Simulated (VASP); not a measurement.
Input of a VASP 6.6.1 run:

INCAR

```
SYSTEM = H
ALGO = Normal
EDIFF = 1E-7
EDIFFG = -0.02
ENCUT = 520
GGA = PE
IBRION = 2
ISIF = 2
ISMEAR = 0
LASPH = .True.
LCHARG = .False.
LREAL = .False.
LWAVE = .False.
NELM = 80
NSW = 80
PREC = Accurate
SIGMA = 0.05
```

KPOINTS

```
k-points
0
Gamma
  1 1 1
  0 0 0
```

Contents of POSCAR:

```
H
1.0
    9.0000000000      0.0000000000      0.0000000000
    0.0000000000      9.5000000000      0.0000000000
    0.0000000000      0.0000000000     10.0000000000
H
2
Direct
    0.5000000000      0.5000000000      0.4625000000
    0.5000000000      0.5000000000      0.5375000000
```

Potentials or basis: VASP PAW PBE potentials, release 64 (H).

The run is started by

```console
$ cat potpaw_PBE.64/H/POTCAR > POTCAR
$ mpirun -np 1 vasp_gam > vasp.out
```

Question: Predict the gap between the frontier levels.

Answer: 10.12 eV.

Forces on the atoms (eV/Å):
```
H    0.000  0.000  0.003
H    0.000  0.000 -0.003
```

Caveat: the relaxation stopped at its first step, so nothing moved.
